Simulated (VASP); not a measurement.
# CdS (F-43m) in VASP: a series of runs

Aim: see how the results for CdS move with the level of theory and the settings. Levels: PBE, r2SCAN. Tasks: single point.

Program: VASP 6.6.1. These are calculated values, not measurements. Logs are shortened: lines on timing, memory, paths and dates and some standing lists are left out, and cuts for length are marked.

### 1 The cell of the first run

The structure is cubic, space group F-43m (No. 216). Conventional cell: a = 5.806 Å, b = 5.806 Å, c = 5.806 Å, α = 90.00°, β = 90.00°, γ = 90.00°. Cd (site symmetry -43m) has 4 S at 2.51 Å within 3.3 Å. Within 3.3 Å of S (site symmetry -43m) lie 4 Cd at 2.51 Å.

### 2 Single point, PBE (24.46 Å³/atom)

Contents of INCAR:

```
SYSTEM = CdS
ALGO = Normal
EDIFF = 1E-6
ENCUT = 630
GGA = PE
GGA_COMPAT = .False.
ISIF = 2
ISMEAR = 0
LASPH = .True.
LCHARG = .True.
LELF = .True.
LREAL = .False.
LVHAR = .True.
LWAVE = .False.
NBANDS = 20
NELM = 120
PREC = Accurate
SIGMA = 0.01
```

Contents of KPOINTS:

```
k-points
0
Gamma
  6 6 6
  0 0 0
```

Contents of POSCAR:

```
CdS
1.0
    0.0000000000      2.9028000502      2.9028000502
    2.9028000502      0.0000000000      2.9028000502
    2.9028000502      2.9028000502      0.0000000000
Cd S
1 1
Direct
    0.0000000000      0.0000000000      0.0000000000
    0.2500000000      0.2500000000      0.2500000000
```

Potentials or basis: VASP PAW PBE potentials, release 64 (Cd_sv_GW, S).

On the command line:

```sh
$ cat potpaw_PBE.64/Cd_sv_GW/POTCAR potpaw_PBE.64/S/POTCAR > POTCAR
$ mpirun -np 1 vasp_std > vasp.out
```

OUTCAR:

```text
SYSTEM = CdS
   EDIFF = 1E-6
   ENCUT = 630
   GGA = PE
   ISIF = 2
   ISMEAR = 0
   LASPH = .True.
   LREAL = .False.
   NELM = 120
   PREC = Accurate

 ion  position               nearest neighbor table
   1  0.000  0.000  0.000-   2 2.51   2 2.51   2 2.51   2 2.51
   2  0.250  0.250  0.250-   1 2.51   1 2.51   1 2.51   1 2.51

  LATTYP: Found a face centered cubic cell.
 ALAT       =     5.8056001004

  Lattice vectors:

 A1 = (   0.0000000000,   2.9028000502,   2.9028000502)
 A2 = (   2.9028000502,   0.0000000000,   2.9028000502)
 A3 = (   2.9028000502,   2.9028000502,   0.0000000000)

Analysis of symmetry for initial positions (statically):
=====================================================================
 Subroutine PRICEL returns:
 Original cell was already a primitive cell.

 Routine SETGRP: Setting up the symmetry group for a
 face centered cubic supercell.

 Subroutine GETGRP returns: Found 24 space group operations
 (whereof 24 operations were pure point group operations)
 out of a pool of 48 trial point group operations.

The static configuration has the point symmetry T_d .

Analysis of symmetry for dynamics (positions and initial velocities):
=====================================================================
 Subroutine PRICEL returns:
 Original cell was already a primitive cell.

 Routine SETGRP: Setting up the symmetry group for a
 face centered cubic supercell.

 Subroutine GETGRP returns: Found 24 space group operations
 (whereof 24 operations were pure point group operations)
 out of a pool of 48 trial point group operations.

The dynamic configuration has the point symmetry T_d .

 Subroutine INISYM returns: Found 24 space group operations
 (whereof 24 operations are pure point group operations),
 and found     1 'primitive' translations

----------------------------------------------------------------------------------------

                                     Primitive cell

  volume of cell :      48.9194

  direct lattice vectors                    reciprocal lattice vectors
     0.000000000  2.902800050  2.902800050    -0.172247482  0.172247482  0.172247482
     2.902800050  0.000000000  2.902800050     0.172247482 -0.172247482  0.172247482
     2.902800050  2.902800050  0.000000000     0.172247482  0.172247482 -0.172247482

  length of vectors
     4.105179200  4.105179200  4.105179200     0.298341391  0.298341391  0.298341391

  position of ions in fractional coordinates (direct lattice)
     0.000000000  0.000000000  0.000000000
     0.250000000  0.250000000  0.250000000

  ion indices of the primitive-cell ions
   primitive index   ion index
                 1           1
                 2           2

----------------------------------------------------------------------------------------

 KPOINTS: k-points

Automatic generation of k-mesh.
 Grid dimensions read from file:
 generate k-points for:    6    6    6

 Generating k-lattice:

  Cartesian coordinates                     Fractional coordinates (reciprocal lattice)
    -0.028707914  0.028707914  0.028707914     0.166666667  0.000000000  0.000000000
     0.028707914 -0.028707914  0.028707914     0.000000000  0.166666667  0.000000000
     0.028707914  0.028707914 -0.028707914     0.000000000  0.000000000  0.166666667

  Length of vectors
     0.049723565  0.049723565  0.049723565

  Shift w.r.t. Gamma in fractional coordinates (k-lattice)
     0.000000000  0.000000000  0.000000000

 Subroutine IBZKPT returns following result:
 ===========================================

 Found     16 irreducible k-points:

 Following reciprocal coordinates:
            Coordinates               Weight
  0.000000  0.000000  0.000000      1.000000
  0.166667  0.000000  0.000000      8.000000
  0.333333  0.000000  0.000000      8.000000
  0.500000  0.000000  0.000000      4.000000
  0.166667  0.166667  0.000000      6.000000
  0.333333  0.166667  0.000000     24.000000
[... 8 lines left out ...]
 -0.333333  0.333333  0.166667     24.000000
 -0.333333  0.500000  0.166667     12.000000
   k-points           NKPTS =     16   k-points in BZ     NKDIM =     16   number of bands    NBANDS=     20
   number of dos      NEDOS =    301   number of ions     NIONS =      2
   total plane-waves  NPLWV =  46656
   dimension x,y,z NGX =    36 NGY =   36 NGZ =   36
   dimension x,y,z NGXF=    72 NGYF=   72 NGZF=   72
   ions per type =               1   1
   NGX,Y,Z   is equivalent  to a cutoff of  14.58, 14.58, 14.58 a.u.
   NGXF,Y,Z  is equivalent  to a cutoff of  29.16, 29.16, 29.16 a.u.
 SYSTEM =  CdS
   PREC   = accura    normal or accurate (medium, high low for compatibility)
   ISTART =      0    job   : 0-new  1-cont  2-samecut
   ICHARG =      2    charge: 1-file 2-atom 10-const
   ISPIN  =      1    spin polarized calculation?
   LNONCOLLINEAR =      F non collinear calculations
   LSORBIT =      F    spin-orbit coupling
   LASPH  =      T    aspherical Exc in radial PAW
   ENCUT  =  630.0 eV  46.30 Ry    6.80 a.u.   8.40  8.40  8.40*2*pi/ulx,y,z
   NELM   =    120;   NELMIN=  2; NELMDL= -5     # of ELM steps
   EDIFF  = 0.1E-05   stopping-criterion for ELM
   LREAL  =      F    real-space projection
   EDIFFG = 0.1E-04   stopping-criterion for IOM
   NSW    =      0    number of steps for IOM
   IBRION =     -1    ionic relax: 0-MD 1-quasi-New 2-CG
   NFREE  =      0    steps in history (QN), initial steepest desc. (CG)
   ISIF   =      2    stress and relaxation
   ISYM   =      2    0-nonsym 1-usesym 2-fastsym
   POTIM  = 0.5000    time-step for ionic-motion
   TEBEG  =    0.0;   TEEND  =   0.0 temperature during run
   PSTRESS=    0.0 pullay stress
   NELECT =      26.0000    total number of electrons
   NUPDOWN=      -1.0000    fix difference up-down
   EMIN   =  10.00;   EMAX   =-10.00  energy-range for DOS
   EFERMI =   0.00;   METHOD = LEGACY
   ISMEAR =     0;   SIGMA  =   0.01  broadening in eV -4-tet -1-fermi 0-gaus
   EFERMI_NEDOS =   21; number of points for ismear=-14 and -15
   IALGO  =     38    algorithm
   IMIX   =      4    mixing-type and parameters
     AMIX     =   0.40;   BMIX     =  1.00
     AMIX_MAG =   1.60;   BMIX_MAG =  1.00
  volume/ion in A,a.u.               =      24.46       165.06
  Fermi-wavevector in a.u.,A,eV,Ry     =   1.326087  2.505942 23.925952  1.758508
  Thomas-Fermi vector in A             =   2.455500
   LORBIT       =      0    0 simple, 1 ext, 2 COOP (PROOUT), +10 PAW based schemes
   GGA     = PE    functional components
   LHFCALC =     F    Hartree Fock is set to
   AEXX    =    0.0000 exact exchange contribution
   IVDW    =     0    specifies the selected vdW correction
   LEPSILON=     F    determine dielectric tensor
   LRPA    =     F    only Hartree local field effects (RPA)
 non-spin polarized calculation
 Gauss-broadening in eV      SIGMA  =   0.01
  energy-cutoff  :      630.00
  volume of cell :       48.92
 maximum number of plane-waves:      1807
 NGX is ok and might be reduce to    36
   NGX = 17   NGY = 17   NGZ = 17

 number of electron      26.0000009 magnetization

 Free energy of the ion-electron system (eV)
  ---------------------------------------------------
  ext. energy  EPLUGINS =         0.00000000
  ---------------------------------------------------
  free energy    TOTEN  =        -6.18449518 eV

  energy without entropy =       -6.18449518  energy(sigma->0) =       -6.18449518

 E-fermi :   3.1131     XC(G=0):  -9.3283

 val. band max:        3.0015768544   @ k =   0.0000   0.0000   0.0000
 cond. band min:       4.1747857944   @ k =   0.0000   0.0000   0.0000
 fundamental gap:      1.1732089399
 Fermi energy:         3.1130941586

 k-point     1 :       0.0000    0.0000    0.0000
  band No.  band energies     occupation
      1     -98.3592      2.00000
      2     -59.4218      2.00000
      3     -59.4218      2.00000
      4     -59.4218      2.00000
      5      -9.4505      2.00000
      6      -4.7755      2.00000
[... 12 lines left out ...]
     19      14.5064      0.00000
     20      14.5174      0.00000

 k-point     2 :       0.1667    0.0000    0.0000
  band No.  band energies     occupation
      1     -98.3592      2.00000
      2     -59.4218      2.00000
      3     -59.4217      2.00000
      4     -59.4217      2.00000
      5      -9.3404      2.00000
      6      -4.7364      2.00000
[... 12 lines left out ...]
     19      13.6988      0.00000
     20      14.8547      0.00000

 k-point     3 :       0.3333    0.0000    0.0000
  band No.  band energies     occupation
      1     -98.3592      2.00000
      2     -59.4221      2.00000
      3     -59.4217      2.00000
      4     -59.4217      2.00000
      5      -9.1189      2.00000
      6      -4.6725      2.00000
[... 12 lines left out ...]
     19      14.1022      0.00000
     20      14.1022      0.00000

 k-point     4 :       0.5000    0.0000    0.0000
  band No.  band energies     occupation
      1     -98.3592      2.00000
      2     -59.4224      2.00000
      3     -59.4218      2.00000
      4     -59.4218      2.00000
      5      -9.0089      2.00000
      6      -4.6506      2.00000
[... 12 lines left out ...]
     19      15.4976      0.00000
     20      15.4976      0.00000

 k-point     5 :       0.1667    0.1667    0.0000
  band No.  band energies     occupation
      1     -98.3592      2.00000
      2     -59.4219      2.00000
      3     -59.4218      2.00000
      4     -59.4218      2.00000
      5      -9.3041      2.00000
      6      -4.6968      2.00000
[... 12 lines left out ...]
     19      14.6470      0.00000
     20      16.5232      0.00000
[... 169 lines left out ...]
      6      -4.5580      2.00000
[... 12 lines left out ...]
     19      15.1964      0.00000
     20      16.4271      0.00000

 k-point    14 :       0.5000    0.3333    0.1667
  band No.  band energies     occupation
      1     -98.3592      2.00000
      2     -59.4222      2.00000
      3     -59.4220      2.00000
      4     -59.4219      2.00000
      5      -8.9777      2.00000
      6      -4.5796      2.00000
[... 12 lines left out ...]
     19      15.9988      0.00000
     20      16.2231      0.00000

 k-point    15 :      -0.3333    0.3333    0.1667
  band No.  band energies     occupation
      1     -98.3592      2.00000
      2     -59.4223      2.00000
      3     -59.4221      2.00000
      4     -59.4219      2.00000
      5      -8.9079      2.00000
      6      -4.5758      2.00000
[... 12 lines left out ...]
     19      15.4663      0.00000
     20      16.3003      0.00000

 k-point    16 :      -0.3333    0.5000    0.1667
  band No.  band energies     occupation
      1     -98.3591      2.00000
      2     -59.4223      2.00000
      3     -59.4221      2.00000
      4     -59.4220      2.00000
      5      -8.8738      2.00000
      6      -4.5407      2.00000
[... 12 lines left out ...]
     19      16.1635      0.00000
     20      16.2740      0.00000

------------------------ aborting loop because EDIFF is reached ----------------------------------------

  FORCE on cell =-STRESS in cart. coord.  units (eV):
  Direction    XX          YY          ZZ          XY          YZ          ZX
  --------------------------------------------------------------------------------------
  -------------------------------------------------------------------------------------
  Total        1.1295995      1.1295995      1.1295995      0.0000000      0.0000000      0.0000000
  in kB       36.9959098     36.9959098     36.9959098      0.0000000      0.0000000      0.0000000
  external PRESSURE =      36.9959098 kB  Pullay stress =       0.0000000 kB

 VOLUME and BASIS-vectors are now :
 -----------------------------------------------------------------------------
  energy-cutoff  :      630.00
  volume of cell :       48.92
      direct lattice vectors                 reciprocal lattice vectors
     0.000000000  2.902800050  2.902800050    -0.172247482  0.172247482  0.172247482
     2.902800050  0.000000000  2.902800050     0.172247482 -0.172247482  0.172247482
     2.902800050  2.902800050  0.000000000     0.172247482  0.172247482 -0.172247482

 POSITION                                       TOTAL-FORCE (eV/Angst)
 -----------------------------------------------------------------------------------
      0.00000      0.00000      0.00000         0.000000      0.000000      0.000000
      1.45140      1.45140      1.45140        -0.000000     -0.000000     -0.000000
 -----------------------------------------------------------------------------------
    total drift:                                0.000000      0.000000      0.000000

  FREE ENERGIE OF THE ION-ELECTRON SYSTEM (eV)
  ---------------------------------------------------
  free  energy   TOTEN  =        -6.1844951779 eV

  energy  without entropy=       -6.1844951779  energy(sigma->0) =       -6.18449518
```

It took 23 s on 1 thread of Intel Xeon Platinum 8259CL at 2.50GHz (Skylake/Cascade Lake), shared host; peak memory 0.21 GiB.

Results:

```yaml
Free_energy: -6.1845 eV
Pressure: 3.7 GPa
Band_gap_on_the_k_mesh: 1.17 eV
```

Caveat: the cell stands under pressure; the structure was generated, so it needn't be the stable form of CdS.

(Part 1 of 2 ends here.)
